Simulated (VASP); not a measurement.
# NaP2 (C2/m) in VASP: single point with PBE

Aim: the single point of NaP2 with PBE.

All numbers are computed with VASP 6.6.1; they aren't measurements. Logs are shortened: lines on timing, memory, paths and dates and some standing lists are left out, and cuts for length are marked.

**1. The cell of the first run**

It takes space group C2/m (No. 12, monoclinic). Conventional cell: a = 9.307 Å, b = 3.312 Å, c = 4.150 Å, α = 90.00°, β = 97.31°, γ = 90.00°. Na (site symmetry 2/m) has 12 P at 2.97 to 4.00 Å and 4 Na at 3.31 to 4.15 Å within 4.2 Å. Within 3.1 Å of P (site symmetry m) lie 2 P at 2.17 Å and 3 Na at 2.97 to 3.10 Å.

**2. Single point, PBE**

The input, INCAR:

```
SYSTEM = NaP2
ALGO = Normal ; EDIFF = 1E-6
ENCUT = 520 ; GGA = PE
ISIF = 2 ; ISMEAR = 0
LASPH = .True. ; LCHARG = .True.
LELF = .True. ; LREAL = .False.
LVHAR = .True. ; LWAVE = .False.
NBANDS = 16 ; NELM = 80
PREC = Accurate ; SIGMA = 0.1
```

The input, KPOINTS:

```
k-points
0
Gamma
  14 14 12
  0 0 0
```

The input, POSCAR:

```
NaP2
1.0
    4.6531070540     -1.6559129920     -0.0508659020
    4.6531070540      1.6559129920     -0.0508659020
   -0.4826788182      0.0000000000      4.1220398177
Na P
1 2
Direct
    0.0000000000      0.0000000000      0.5000000000
    0.7056918384      0.7056918384      0.1250113406
    0.2943081616      0.2943081616      0.8749886594
```

Potentials or basis: VASP PAW PBE potentials, release 64 (Na_pv, P).

On the command line:

```console
$ cat potpaw_PBE.64/Na_pv/POTCAR potpaw_PBE.64/P/POTCAR > POTCAR
$ mpirun -np 1 vasp_std > vasp.out
```

OUTCAR:

```text
SYSTEM = NaP2
   EDIFF = 1E-6
   ENCUT = 520
   GGA = PE
   ISIF = 2
   ISMEAR = 0
   LASPH = .True.
   LREAL = .False.
   NELM = 80
   PREC = Accurate

 ion  position               nearest neighbor table
   1  0.000  0.000  0.500-
   2  0.706  0.706  0.125-   3 2.17   3 2.17
   3  0.294  0.294  0.875-   2 2.17   2 2.17

  LATTYP: Found a base centered monoclinic cell.
 ALAT       =     9.3067701370
 B/A-ratio  =     0.3558512712
 C/A-ratio  =     0.4459338397
 COS(beta)  =    -0.1271522579

  Lattice vectors:

 A1 = (   4.6531070540,  -1.6559129920,  -0.0508659020)
 A2 = (   4.6531070540,   1.6559129920,  -0.0508659020)
 A3 = (  -0.4826788182,   0.0000000000,   4.1220398177)

Analysis of symmetry for initial positions (statically):
=====================================================================
 Subroutine PRICEL returns:
 Original cell was already a primitive cell.

 Routine SETGRP: Setting up the symmetry group for a
 base centered monoclinic supercell.

 Subroutine GETGRP returns: Found  4 space group operations
 (whereof  4 operations were pure point group operations)
 out of a pool of  4 trial point group operations.

The static configuration has the point symmetry C_2h.

Analysis of symmetry for dynamics (positions and initial velocities):
=====================================================================
 Subroutine PRICEL returns:
 Original cell was already a primitive cell.

 Routine SETGRP: Setting up the symmetry group for a
 base centered monoclinic supercell.

 Subroutine GETGRP returns: Found  4 space group operations
 (whereof  4 operations were pure point group operations)
 out of a pool of  4 trial point group operations.

The dynamic configuration has the point symmetry C_2h.

 Subroutine INISYM returns: Found  4 space group operations
 (whereof  4 operations are pure point group operations),
 and found     1 'primitive' translations

----------------------------------------------------------------------------------------

                                     Primitive cell

  volume of cell :      63.4405

  direct lattice vectors                    reciprocal lattice vectors
     4.653107054 -1.655912992 -0.050865902     0.107592807 -0.301948232  0.012598803
     4.653107054  1.655912992 -0.050865902     0.107592807  0.301948232  0.012598803
    -0.482678818  0.000000000  4.122039818     0.002655387  0.000000000  0.242909274

  length of vectors
     4.939234802  4.939234802  4.150203742     0.320792264  0.320792264  0.242923787

  position of ions in fractional coordinates (direct lattice)
     0.000000000  0.000000000  0.500000000
     0.705691838  0.705691838  0.125011341
     0.294308162  0.294308162  0.874988659

  ion indices of the primitive-cell ions
   primitive index   ion index
                 1           1
                 2           2
                 3           3

----------------------------------------------------------------------------------------

 KPOINTS: k-points

Automatic generation of k-mesh.
 Grid dimensions read from file:
 generate k-points for:   14   14   12

 Generating k-lattice:

  Cartesian coordinates                     Fractional coordinates (reciprocal lattice)
     0.007685201 -0.021567731  0.000899915     0.071428571 -0.000000000  0.000000000
     0.007685201  0.021567731  0.000899915    -0.000000000  0.071428571  0.000000000
     0.000221282  0.000000000  0.020242439     0.000000000  0.000000000  0.083333333

  Length of vectors
     0.022913733  0.022913733  0.020243649

  Shift w.r.t. Gamma in fractional coordinates (k-lattice)
     0.000000000  0.000000000  0.000000000

 Subroutine IBZKPT returns following result:
 ===========================================

 Found    639 irreducible k-points:

 Following reciprocal coordinates:
            Coordinates               Weight
  0.000000  0.000000  0.000000      1.000000
  0.071429  0.000000 -0.000000      4.000000
  0.142857 -0.000000  0.000000      4.000000
  0.214286  0.000000  0.000000      4.000000
  0.285714  0.000000  0.000000      4.000000
  0.357143  0.000000  0.000000      4.000000
[... 16 lines left out ...]
  0.214286  0.142857 -0.000000      4.000000
  0.285714  0.142857  0.000000      4.000000
 [... further k-points ...]
   k-points           NKPTS =    639   k-points in BZ     NKDIM =    639   number of bands    NBANDS=     16
   number of dos      NEDOS =    301   number of ions     NIONS =      3
   total plane-waves  NPLWV =  51200
   dimension x,y,z NGX =    40 NGY =   40 NGZ =   32
   dimension x,y,z NGXF=    80 NGYF=   80 NGZF=   64
   ions per type =               1   2
   NGX,Y,Z   is equivalent  to a cutoff of  13.46, 13.46, 12.82 a.u.
   NGXF,Y,Z  is equivalent  to a cutoff of  26.93, 26.93, 25.64 a.u.
 SYSTEM =  NaP2
   PREC   = accura    normal or accurate (medium, high low for compatibility)
   ISTART =      0    job   : 0-new  1-cont  2-samecut
   ICHARG =      2    charge: 1-file 2-atom 10-const
   ISPIN  =      1    spin polarized calculation?
   LNONCOLLINEAR =      F non collinear calculations
   LSORBIT =      F    spin-orbit coupling
   LASPH  =      T    aspherical Exc in radial PAW
   ENCUT  =  520.0 eV  38.22 Ry    6.18 a.u.   9.18  9.18  7.72*2*pi/ulx,y,z
   NELM   =     80;   NELMIN=  2; NELMDL= -5     # of ELM steps
   EDIFF  = 0.1E-05   stopping-criterion for ELM
   LREAL  =      F    real-space projection
   EDIFFG = 0.1E-04   stopping-criterion for IOM
   NSW    =      0    number of steps for IOM
   IBRION =     -1    ionic relax: 0-MD 1-quasi-New 2-CG
   NFREE  =      0    steps in history (QN), initial steepest desc. (CG)
   ISIF   =      2    stress and relaxation
   ISYM   =      2    0-nonsym 1-usesym 2-fastsym
   POTIM  = 0.5000    time-step for ionic-motion
   TEBEG  =    0.0;   TEEND  =   0.0 temperature during run
   PSTRESS=    0.0 pullay stress
   NELECT =      17.0000    total number of electrons
   NUPDOWN=      -1.0000    fix difference up-down
   EMIN   =  10.00;   EMAX   =-10.00  energy-range for DOS
   EFERMI =   0.00;   METHOD = LEGACY
   ISMEAR =     0;   SIGMA  =   0.10  broadening in eV -4-tet -1-fermi 0-gaus
   EFERMI_NEDOS =   21; number of points for ismear=-14 and -15
   IALGO  =     38    algorithm
   IMIX   =      4    mixing-type and parameters
     AMIX     =   0.40;   BMIX     =  1.00
     AMIX_MAG =   1.60;   BMIX_MAG =  1.00
  volume/ion in A,a.u.               =      21.15       142.71
  Fermi-wavevector in a.u.,A,eV,Ry     =   1.055445  1.994502 15.156406  1.113964
  Thomas-Fermi vector in A             =   2.190644
   LORBIT       =      0    0 simple, 1 ext, 2 COOP (PROOUT), +10 PAW based schemes
   GGA     = PE    functional components
   LHFCALC =     F    Hartree Fock is set to
   AEXX    =    0.0000 exact exchange contribution
   IVDW    =     0    specifies the selected vdW correction
   LEPSILON=     F    determine dielectric tensor
   LRPA    =     F    only Hartree local field effects (RPA)
 non-spin polarized calculation
 Gauss-broadening in eV      SIGMA  =   0.10
  energy-cutoff  :      520.00
  volume of cell :       63.44
 maximum number of plane-waves:      1730
 NGX is ok and might be reduce to    40
   NGX = 19   NGY = 19   NGZ = 15

 number of electron      17.0000006 magnetization

 Free energy of the ion-electron system (eV)
  ---------------------------------------------------
  ext. energy  EPLUGINS =         0.00000000
  ---------------------------------------------------
  free energy    TOTEN  =       -12.75069883 eV

  energy without entropy =      -12.74727414  energy(sigma->0) =      -12.74898649

 E-fermi :   4.3492     XC(G=0):  -8.8829

 val. band max:        4.3436901188   @ k =   0.2143   0.1429   0.1667
 cond. band min:       4.3515121556   @ k =  -0.2857   0.3571   0.2500
 fundamental gap:      0.0078220369
 Fermi energy:         4.3492470399

 k-point     1 :       0.0000    0.0000    0.0000
  band No.  band energies     occupation
      1     -20.3518      2.00000
      2     -20.3478      2.00000
      3     -20.3245      2.00000
      4      -9.8275      2.00000
      5      -2.3246      2.00000
      6       0.8567      2.00000
[... 8 lines left out ...]
     15      12.7046      0.00000
     16      13.3314      0.00000

 k-point     2 :       0.0714    0.0000   -0.0000
  band No.  band energies     occupation
      1     -20.3514      2.00000
      2     -20.3508      2.00000
      3     -20.3243      2.00000
      4      -9.7623      2.00000
      5      -2.3659      2.00000
      6       0.6567      2.00000
[... 8 lines left out ...]
     15      12.5253      0.00000
     16      13.5252      0.00000

 k-point     3 :       0.1429   -0.0000    0.0000
  band No.  band energies     occupation
      1     -20.3593      2.00000
      2     -20.3504      2.00000
      3     -20.3234      2.00000
      4      -9.5674      2.00000
      5      -2.5591      2.00000
      6      -0.0122      2.00000
[... 8 lines left out ...]
     15      11.9857      0.00000
     16      12.8863      0.00000

 k-point     4 :       0.2143    0.0000    0.0000
  band No.  band energies     occupation
      1     -20.3716      2.00000
      2     -20.3490      2.00000
      3     -20.3222      2.00000
      4      -9.2442      2.00000
      5      -3.0788      2.00000
      6      -0.4680      2.00000
[... 8 lines left out ...]
     15      11.5689      0.00000
     16      12.5490      0.00000

 k-point     5 :       0.2857    0.0000    0.0000
  band No.  band energies     occupation
      1     -20.3852      2.00000
      2     -20.3474      2.00000
      3     -20.3209      2.00000
      4      -8.7954      2.00000
      5      -3.9253      2.00000
      6      -0.5105      2.00000
[... 8 lines left out ...]
     15      12.0296      0.00000
     16      12.3941      0.00000

 k-point     6 :       0.3571    0.0000    0.0000
  band No.  band energies     occupation
      1     -20.3974      2.00000
      2     -20.3460      2.00000
      3     -20.3197      2.00000
      4      -8.2248      2.00000
      5      -4.8946      2.00000
      6      -0.2821      2.00000
[... 8 lines left out ...]
     15      11.6628      0.00000
     16      12.3972      0.00000

 k-point     7 :       0.4286    0.0000    0.0000
  band No.  band energies     occupation
      1     -20.4058      2.00000
      2     -20.3450      2.00000
      3     -20.3189      2.00000
      4      -7.5382      2.00000
      5      -5.8522      2.00000
      6       0.0932      2.00000
[... 8 lines left out ...]
     15      11.3384      0.00000
     16      12.3929      0.00000

 k-point     8 :       0.5000   -0.0000    0.0000
  band No.  band energies     occupation
      1     -20.4088      2.00000
      2     -20.3447      2.00000
      3     -20.3186      2.00000
      4      -6.7769      2.00000
      5      -6.7079      2.00000
      6       0.4137      2.00000
[... 8 lines left out ...]
     15      10.8628      0.00000
     16      12.5542      0.00000

 k-point     9 :       0.0714    0.0714   -0.0000
  band No.  band energies     occupation
      1     -20.3518      2.00000
      2     -20.3478      2.00000
      3     -20.3247      2.00000
      4      -9.8203      2.00000
      5      -2.3717      2.00000
      6       0.6982      2.00000
[... 8 lines left out ...]
     15      12.6192      0.00000
     16      13.4584      0.00000
[... 172 lines left out ...]
 k-point    19 :      -0.2143    0.0714   -0.0000
  band No.  band energies     occupation
      1     -20.3852      2.00000
      2     -20.3474      2.00000
      3     -20.3206      2.00000
      4      -8.8147      2.00000
      5      -3.8943      2.00000
      6      -0.3696      2.00000
[... 8 lines left out ...]
     15      12.0266      0.00000
     16      12.6087      0.00000

 k-point    20 :      -0.1429    0.0714   -0.0000
  band No.  band energies     occupation
      1     -20.3716      2.00000
      2     -20.3490      2.00000
      3     -20.3220      2.00000
      4      -9.2578      2.00000
      5      -3.0414      2.00000
      6      -0.3763      2.00000
[... 8 lines left out ...]
     15      11.3985      0.00000
     16      12.9597      0.00000

 k-point    21 :      -0.0714    0.0714    0.0000
  band No.  band energies     occupation
      1     -20.3593      2.00000
      2     -20.3504      2.00000
      3     -20.3233      2.00000
      4      -9.5745      2.00000
      5      -2.5254      2.00000
      6       0.0283      2.00000
[... 8 lines left out ...]
     15      11.9846      0.00000
     16      13.2352      0.00000

 k-point    22 :       0.1429    0.1429    0.0000
  band No.  band energies     occupation
      1     -20.3518      2.00000
      2     -20.3478      2.00000
      3     -20.3251      2.00000
      4      -9.8000      2.00000
      5      -2.5011      2.00000
      6       0.5165      2.00000
[... 8 lines left out ...]
     15      12.8129      0.00000
     16      13.4872      0.00000

 k-point    23 :       0.2143    0.1429   -0.0000
  band No.  band energies     occupation
      1     -20.3515      2.00000
      2     -20.3508      2.00000
      3     -20.3251      2.00000
      4      -9.7227      2.00000
      5      -2.6021      2.00000
      6       0.3633      2.00000
[... 8 lines left out ...]
     15      12.0890      0.00000
     16      13.5758      0.00000

 k-point    24 :       0.2857    0.1429    0.0000
  band No.  band energies     occupation
      1     -20.3594      2.00000
      2     -20.3505      2.00000
      3     -20.3244      2.00000
      4      -9.5179      2.00000
      5      -2.7902      2.00000
      6      -0.2410      2.00000
[... 8 lines left out ...]
     15      12.2822      0.00000
     16      12.3182      0.00000

 [... further k-points ...]

------------------------ aborting loop because EDIFF is reached ----------------------------------------

  FORCE on cell =-STRESS in cart. coord.  units (eV):
  Direction    XX          YY          ZZ          XY          YZ          ZX
  --------------------------------------------------------------------------------------
  -------------------------------------------------------------------------------------
  Total       -0.0487602     -0.0852074     -0.0600156      0.0000000      0.0000000      0.0229473
  in kB       -1.2314287     -2.1518963     -1.5156834      0.0000000      0.0000000      0.5795297
  external PRESSURE =      -1.6330028 kB  Pullay stress =       0.0000000 kB

 VOLUME and BASIS-vectors are now :
 -----------------------------------------------------------------------------
  energy-cutoff  :      520.00
  volume of cell :       63.44
      direct lattice vectors                 reciprocal lattice vectors
     4.653107054 -1.655912992 -0.050865902     0.107592807 -0.301948232  0.012598803
     4.653107054  1.655912992 -0.050865902     0.107592807  0.301948232  0.012598803
    -0.482678818  0.000000000  4.122039818     0.002655387  0.000000000  0.242909274

 POSITION                                       TOTAL-FORCE (eV/Angst)
 -----------------------------------------------------------------------------------
     -0.24134      0.00000      2.06102         0.000000      0.000000     -0.000000
      6.50698      0.00000      0.44351         0.048040      0.000000     -0.050924
      2.31656      0.00000      3.57680        -0.048040      0.000000      0.050924
 -----------------------------------------------------------------------------------
    total drift:                               -0.000000      0.000000     -0.000000

  FREE ENERGIE OF THE ION-ELECTRON SYSTEM (eV)
  ---------------------------------------------------
  free  energy   TOTEN  =       -12.7506988310 eV

  energy  without entropy=      -12.7472741442  energy(sigma->0) =      -12.74898649
```

Wall time 11 min (1 thread of AMD EPYC 7R13, shared host); peak memory 0.63 GiB.

What came out:

| Quantity | Value |
| --- | --- |
| Free energy | -12.7507 eV |
| Pressure | -0.2 GPa |
| Largest force | 0.070 eV/Å |
| Band gap on the k mesh | zero (an odd number of electrons rules out a gap without spin polarisation) |

Forces in eV/Å, atoms in the order of the input:
```
Na   0.000  0.000  0.000
P    0.048  0.000 -0.051
P   -0.048  0.000  0.051
```
